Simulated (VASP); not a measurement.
Here is a VASP 6.6.1 calculation.

Contents of INCAR:

```
  ALGO = Normal
  EDIFF = 1E-6
  ENCUT = 520
  GGA = RP
  ISIF = 2
  ISMEAR = -1
  LASPH = True
  LCHARG = False
  LREAL = False
  LWAVE = False
  NBANDS = 14
  NELM = 80
  PREC = Accurate
  SIGMA = 0.1
```

Contents of KPOINTS:

```
k-points
0
Gamma
  14 14 14
```

Contents of POSCAR:

```
Rh
1.0
    2.5896988414      0.0000000000      0.0000000000
    0.0000000000      2.5896988414      0.0000000000
    0.0000000000      0.0000000000      2.5896988414
Rh
1
Direct
    0.0000000000      0.0000000000      0.0000000000
```

Potentials or basis: VASP PAW PBE potentials, release 64 (Rh_pv).

Run with:

```console
$ cat potpaw_PBE.64/Rh_pv/POTCAR > POTCAR
$ mpirun -np 1 vasp_std > vasp.out
```

(1) Estimate the pressure.

## Answers

(1) -5.9 GPa.

Caveat: the PAW data sets were made with another functional, which shifts forces and pressure a little.
